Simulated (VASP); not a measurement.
# Si2Ni (fluorite type) (Fm-3m) in VASP: a series of runs

Si2Ni (fluorite type) is run at these levels: PBE; tasks: relaxation of cell and atoms.

Program: VASP 6.6.1. These are calculated values, not measurements. Logs are shortened: lines on timing, memory, paths and dates and some standing lists are left out, and cuts for length are marked.

### Step 1. The cell of the first run

It takes space group Fm-3m (No. 225, cubic). Conventional cell: a = 4.834 Å, b = 4.834 Å, c = 4.834 Å, α = 90.00°, β = 90.00°, γ = 90.00°. Ni (site symmetry m-3m) has 8 Si at 2.09 Å within 2.8 Å. Within 2.8 Å of Si (site symmetry -43m) lie 4 Ni at 2.09 Å and 6 Si at 2.42 Å.

### Step 2. Relaxation of cell and atoms, PBE, target pressure 120 GPa, at which the enthalpy is minimised

File INCAR:

```
SYSTEM = Si2Ni
PREC     = Accurate       ! precision mode
ENCUT    = 600            ! plane-wave cutoff, eV
EDIFF    = 1E-6           ! SCF threshold, eV
ISMEAR   = -1             ! smearing method
SIGMA    = 0.1            ! smearing width, eV
LREAL    = .FALSE.        ! projectors in reciprocal space
LASPH    = .TRUE.         ! aspherical terms in the spheres
NELM     = 100            ! most SCF steps
ALGO     = Normal         ! electronic algorithm
ISIF     = 3              ! what is computed and relaxed
LWAVE    = .FALSE.        ! write WAVECAR
LCHARG   = .FALSE.        ! write CHGCAR
GGA      = PE             ! functional
IBRION   = 2              ! ionic algorithm
NSW      = 60             ! ionic steps
EDIFFG   = -0.005         ! ionic threshold
PSTRESS  = 1200.0
```

File KPOINTS:

```
Automatic mesh
0
G
  11 11 11
  0 0 0
```

File POSCAR:

```
Si2Ni
1.0
    0.0000000000      2.4171958703      2.4171958703
    2.4171958703      0.0000000000      2.4171958703
    2.4171958703      2.4171958703      0.0000000000
Ni Si
1 2
Direct
    0.0000000000      0.0000000000      0.0000000000
    0.2500000000      0.2500000000      0.2500000000
    0.7500000000      0.7500000000      0.7500000000
```

Potentials or basis: VASP PAW PBE potentials, release 64 (Ni, Si).

Started as:

```
cat potpaw_PBE.64/Ni/POTCAR potpaw_PBE.64/Si/POTCAR > POTCAR
mpirun -np 1 vasp_std > vasp.out
```

OUTCAR:

```text
SYSTEM = Si2Ni
   PREC = Accurate
   ENCUT = 600
   EDIFF = 1E-6
   ISMEAR = -1
   LREAL = .FALSE.
   LASPH = .TRUE.
   NELM = 100
   ISIF = 3
   GGA = PE
   IBRION = 2
   NSW = 60
   EDIFFG = -0.005
   PSTRESS = 1200.0

 ion  position               nearest neighbor table
   1  0.000  0.000  0.000-   3 2.09   3 2.09   3 2.09   2 2.09   2 2.09   2 2.09   3 2.09   2 2.09

   2  0.250  0.250  0.250-   1 2.09   1 2.09   1 2.09   1 2.09   3 2.42   3 2.42   3 2.42   3 2.42
                             3 2.42   3 2.42
   3  0.750  0.750  0.750-   1 2.09   1 2.09   1 2.09   1 2.09   2 2.42   2 2.42   2 2.42   2 2.42
                             2 2.42   2 2.42

  LATTYP: Found a face centered cubic cell.
 ALAT       =     4.8343917406

  Lattice vectors:

 A1 = (   0.0000000000,   2.4171958703,   2.4171958703)
 A2 = (   2.4171958703,   0.0000000000,   2.4171958703)
 A3 = (   2.4171958703,   2.4171958703,   0.0000000000)

Analysis of symmetry for initial positions (statically):
=====================================================================
 Subroutine PRICEL returns:
 Original cell was already a primitive cell.

 Routine SETGRP: Setting up the symmetry group for a
 face centered cubic supercell.

 Subroutine GETGRP returns: Found 48 space group operations
 (whereof 48 operations were pure point group operations)
 out of a pool of 48 trial point group operations.

The static configuration has the point symmetry O_h .

Analysis of symmetry for dynamics (positions and initial velocities):
=====================================================================
 Subroutine PRICEL returns:
 Original cell was already a primitive cell.

 Routine SETGRP: Setting up the symmetry group for a
 face centered cubic supercell.

 Subroutine GETGRP returns: Found 48 space group operations
 (whereof 48 operations were pure point group operations)
 out of a pool of 48 trial point group operations.

The dynamic configuration has the point symmetry O_h .

 Subroutine INISYM returns: Found 48 space group operations
 (whereof 48 operations are pure point group operations),
 and found     1 'primitive' translations

----------------------------------------------------------------------------------------

                                     Primitive cell

  volume of cell :      28.2466

  direct lattice vectors                    reciprocal lattice vectors
     0.000000000  2.417195870  2.417195870    -0.206851255  0.206851255  0.206851255
     2.417195870  0.000000000  2.417195870     0.206851255 -0.206851255  0.206851255
     2.417195870  2.417195870  0.000000000     0.206851255  0.206851255 -0.206851255

  length of vectors
     3.418431183  3.418431183  3.418431183     0.358276884  0.358276884  0.358276884

  position of ions in fractional coordinates (direct lattice)
     0.000000000  0.000000000  0.000000000
     0.250000000  0.250000000  0.250000000
     0.750000000  0.750000000  0.750000000

  ion indices of the primitive-cell ions
   primitive index   ion index
                 1           1
                 2           2
                 3           3

----------------------------------------------------------------------------------------

 KPOINTS: Automatic mesh

Automatic generation of k-mesh.
 Grid dimensions read from file:
 generate k-points for:   11   11   11

 Generating k-lattice:

  Cartesian coordinates                     Fractional coordinates (reciprocal lattice)
    -0.018804660  0.018804660  0.018804660     0.090909091  0.000000000  0.000000000
     0.018804660 -0.018804660  0.018804660     0.000000000  0.090909091  0.000000000
     0.018804660  0.018804660 -0.018804660     0.000000000  0.000000000  0.090909091

  Length of vectors
     0.032570626  0.032570626  0.032570626

  Shift w.r.t. Gamma in fractional coordinates (k-lattice)
     0.000000000  0.000000000  0.000000000

 Subroutine IBZKPT returns following result:
 ===========================================

 Found     56 irreducible k-points:

 Following reciprocal coordinates:
            Coordinates               Weight
  0.000000  0.000000  0.000000      1.000000
  0.090909  0.000000  0.000000      8.000000
  0.181818  0.000000  0.000000      8.000000
  0.272727  0.000000  0.000000      8.000000
  0.363636  0.000000  0.000000      8.000000
  0.454545  0.000000  0.000000      8.000000
[... 16 lines left out ...]
 -0.272727  0.181818  0.000000     24.000000
 -0.181818  0.181818  0.000000     12.000000
 [... further k-points ...]
   k-points           NKPTS =     56   k-points in BZ     NKDIM =     56   number of bands    NBANDS=     13
   number of dos      NEDOS =    301   number of ions     NIONS =      3
   total plane-waves  NPLWV =  21952
   dimension x,y,z NGX =    28 NGY =   28 NGZ =   28
   dimension x,y,z NGXF=    56 NGYF=   56 NGZF=   56
   ions per type =               1   2
   NGX,Y,Z   is equivalent  to a cutoff of  13.62, 13.62, 13.62 a.u.
   NGXF,Y,Z  is equivalent  to a cutoff of  27.23, 27.23, 27.23 a.u.
 SYSTEM =  Si2Ni
   PREC   = accura    normal or accurate (medium, high low for compatibility)
   ISTART =      0    job   : 0-new  1-cont  2-samecut
   ICHARG =      2    charge: 1-file 2-atom 10-const
   ISPIN  =      1    spin polarized calculation?
   LNONCOLLINEAR =      F non collinear calculations
   LSORBIT =      F    spin-orbit coupling
   LASPH  =      T    aspherical Exc in radial PAW
   ENCUT  =  600.0 eV  44.10 Ry    6.64 a.u.   6.83  6.83  6.83*2*pi/ulx,y,z
   NELM   =    100;   NELMIN=  2; NELMDL= -5     # of ELM steps
   EDIFF  = 0.1E-05   stopping-criterion for ELM
   LREAL  =      F    real-space projection
   EDIFFG = -.5E-02   stopping-criterion for IOM
   NSW    =     60    number of steps for IOM
   IBRION =      2    ionic relax: 0-MD 1-quasi-New 2-CG
   NFREE  =      1    steps in history (QN), initial steepest desc. (CG)
   ISIF   =      3    stress and relaxation
   ISYM   =      2    0-nonsym 1-usesym 2-fastsym
   POTIM  = 0.5000    time-step for ionic-motion
   TEBEG  =    0.0;   TEEND  =   0.0 temperature during run
   PSTRESS= 1200.0 pullay stress
   NELECT =      18.0000    total number of electrons
   NUPDOWN=      -1.0000    fix difference up-down
   EMIN   =  10.00;   EMAX   =-10.00  energy-range for DOS
   EFERMI =   0.00;   METHOD = LEGACY
   ISMEAR =    -1;   SIGMA  =   0.10  broadening in eV -4-tet -1-fermi 0-gaus
   EFERMI_NEDOS =   21; number of points for ismear=-14 and -15
   IALGO  =     38    algorithm
   IMIX   =      4    mixing-type and parameters
     AMIX     =   0.40;   BMIX     =  1.00
     AMIX_MAG =   1.60;   BMIX_MAG =  1.00
  volume/ion in A,a.u.               =       9.42        63.54
  Fermi-wavevector in a.u.,A,eV,Ry     =   1.408782  2.662212 27.003034  1.984667
  Thomas-Fermi vector in A             =   2.530905
   LORBIT       =      0    0 simple, 1 ext, 2 COOP (PROOUT), +10 PAW based schemes
   GGA     = PE    functional components
   LHFCALC =     F    Hartree Fock is set to
   AEXX    =    0.0000 exact exchange contribution
   IVDW    =     0    specifies the selected vdW correction
   LEPSILON=     F    determine dielectric tensor
   LRPA    =     F    only Hartree local field effects (RPA)
 conjugate gradient relaxation of ions
 non-spin polarized calculation
  energy-cutoff  :      600.00
  volume of cell :       28.25
 maximum number of plane-waves:       954
   NGX = 13   NGY = 13   NGZ = 13

--------------------------------------- Ionic step        1  -------------------------------------------

 number of electron      17.9999994 magnetization

 Free energy of the ion-electron system (eV)
  ---------------------------------------------------
  ext. energy  EPLUGINS =         0.00000000
  ---------------------------------------------------
  free energy    TOTEN  =       -14.19711976 eV

  energy without entropy =      -14.17179058  energy(sigma->0) =      -14.18445517

------------------------ aborting loop because EDIFF is reached ----------------------------------------

  FORCE on cell =-STRESS in cart. coord.  units (eV):
  Direction    XX          YY          ZZ          XY          YZ          ZX
  --------------------------------------------------------------------------------------
  -------------------------------------------------------------------------------------
  Total       20.6515732     20.6515732     20.6515732      0.0000000      0.0000000      0.0000000
  in kB     1171.3810577   1171.3810577   1171.3810577      0.0000000      0.0000000      0.0000000
  external PRESSURE =     -28.6189423 kB  Pullay stress =    1200.0000000 kB

 VOLUME and BASIS-vectors are now :
 -----------------------------------------------------------------------------
  energy-cutoff  :      600.00
  volume of cell :       28.25
      direct lattice vectors                 reciprocal lattice vectors
     0.000000000  2.417195870  2.417195870    -0.206851255  0.206851255  0.206851255
     2.417195870  0.000000000  2.417195870     0.206851255 -0.206851255  0.206851255
     2.417195870  2.417195870  0.000000000     0.206851255  0.206851255 -0.206851255
[... 87 lines left out ...]
  FREE ENERGIE OF THE ION-ELECTRON SYSTEM (eV)
  ---------------------------------------------------
  free  energy   TOTEN  =       -14.0965286422 eV

  energy  without entropy=      -14.0711121930  energy(sigma->0) =      -14.08382042

  enthalpy is  TOTEN    =         6.9578702943 eV   P V=       21.0543989365

--------------------------------------- Ionic step        4  -------------------------------------------

 number of electron      17.9999993 magnetization

 Free energy of the ion-electron system (eV)
  ---------------------------------------------------
  ext. energy  EPLUGINS =         0.00000000
  ---------------------------------------------------
  free energy    TOTEN  =       -14.10137489 eV

  energy without entropy =      -14.07596357  energy(sigma->0) =      -14.08866923

 E-fermi :  16.6665     XC(G=0): -13.2342

 val. band max:       16.6554587353   @ k =   0.4545   0.3636   0.0000
 cond. band min:      16.6726150658   @ k =  -0.4545   0.3636   0.0000
 fundamental gap:      0.0171563305
 Fermi energy:        16.6664627250

 k-point     1 :       0.0000    0.0000    0.0000
  band No.  band energies     occupation
      1      -1.1932      2.00000
      2       8.4311      2.00000
      3       8.4311      2.00000
      4       8.4311      2.00000
      5      10.4251      2.00000
      6      10.4251      2.00000
      7      17.7391      0.00004
      8      17.7391      0.00004
      9      17.7391      0.00004
     10      18.5656      0.00000
     11      18.5656      0.00000
     12      18.5656      0.00000
     13      19.2913      0.00000

 k-point     2 :       0.0909    0.0000    0.0000
  band No.  band energies     occupation
      1      -1.0354      2.00000
      2       8.2604      2.00000
      3       8.4820      2.00000
      4       8.4820      2.00000
      5      10.3930      2.00000
      6      10.3930      2.00000
      7      15.8217      1.99957
      8      17.1099      0.02345
      9      17.1099      0.02345
     10      18.9904      0.00000
     11      19.3484      0.00000
[... 339 lines left out ...]
 k-point    24 :      -0.1818    0.1818    0.0000
  band No.  band energies     occupation
      1       0.4575      2.00000
      2       7.0429      2.00000
      3       8.2365      2.00000
      4       9.0590      2.00000
      5       9.9018      2.00000
      6      10.6608      2.00000
      7      12.0880      2.00000
      8      13.0798      2.00000
      9      15.9577      1.99833
     10      18.3119      0.00000
     11      19.0073      0.00000
     12      20.5926      0.00000
     13      20.8069      0.00000

 [... further k-points ...]

------------------------ aborting loop because EDIFF is reached ----------------------------------------

  FORCE on cell =-STRESS in cart. coord.  units (eV):
  Direction    XX          YY          ZZ          XY          YZ          ZX
  --------------------------------------------------------------------------------------
  -------------------------------------------------------------------------------------
  Total       21.0612978     21.0612978     21.0612978     -0.0000000     -0.0000000      0.0000000
  in kB     1200.1170137   1200.1170137   1200.1170137     -0.0000000     -0.0000000      0.0000000
  external PRESSURE =       0.1170137 kB  Pullay stress =    1200.0000000 kB

 VOLUME and BASIS-vectors are now :
 -----------------------------------------------------------------------------
  energy-cutoff  :      600.00
  volume of cell :       28.12
      direct lattice vectors                 reciprocal lattice vectors
     0.000000000  2.413500396  2.413500396    -0.207167979  0.207167979  0.207167979
     2.413500396  0.000000000  2.413500396     0.207167979 -0.207167979  0.207167979
     2.413500396  2.413500396  0.000000000     0.207167979  0.207167979 -0.207167979

 POSITION                                       TOTAL-FORCE (eV/Angst)
 -----------------------------------------------------------------------------------
      0.00000      0.00000      0.00000        -0.000000      0.000000     -0.000000
      1.20675      1.20675      1.20675        -0.000000     -0.000000     -0.000000
      3.62025      3.62025      3.62025         0.000000      0.000000      0.000000
 -----------------------------------------------------------------------------------
    total drift:                               -0.000000     -0.000000      0.000000

  FREE ENERGIE OF THE ION-ELECTRON SYSTEM (eV)
  ---------------------------------------------------
  free  energy   TOTEN  =       -14.1013748940 eV

  energy  without entropy=      -14.0759635740  energy(sigma->0) =      -14.08866923

  enthalpy is  TOTEN    =         6.9578693869 eV   P V=       21.0592442809

 reached required accuracy - stopping structural energy minimisation
```

Wall time 56 s (1 thread of AMD EPYC 7R13 (Zen 3), shared host); peak memory 0.15 GiB.

What came out:

```yaml
Free_energy: -14.1014 eV
Relaxed_volume: 9.37 Å³/atom
Relaxed_cell: a = 3.413 Å, b = 3.413 Å, c = 3.413 Å, α = 60.00°, β = 60.00°, γ = 60.00°
Space_group_after_relaxing_to_0.1_Å: Fm-3m (No. 225)
Energy_change_on_relaxing_the_run_minimises_the_enthalpy: +31.9 meV/atom
Ionic_steps: 4
Pressure_after_relaxing: 120.0 GPa
Band_gap_on_the_k_mesh: zero (bands 9 and 10 overlap by 1.23 eV)
```

Step by step:
| step | energy change (eV) | largest force (eV/Å) | pressure (GPa) | volume (Å³) |
| --- | --- | --- | --- | --- |
| 1 | 0.0000 | 0.0000 | 117.14 | 28.25 |
| 2 | 0.5303 | 0.0000 | 132.50 | 27.56 |
| 3 | 0.1006 | 0.0000 | 120.14 | 28.11 |
| 4 | 0.0957 | 0.0000 | 120.01 | 28.12 |

Final structure:
```
CELL_PARAMETERS angstrom
0.00000 2.41350 2.41350
2.41350 0.00000 2.41350
2.41350 2.41350 0.00000
ATOMIC_POSITIONS crystal
Ni 0.00000 0.00000 0.00000
Si 0.25000 0.25000 0.25000
Si 0.75000 0.75000 0.75000
```

Caveat: the cell is relaxed towards a set pressure, so the run minimises the enthalpy, not the energy. Spin polarisation is off, so any magnetic state and its effect on volume and gap are missing.

(Part 1 of 2 ends here.)
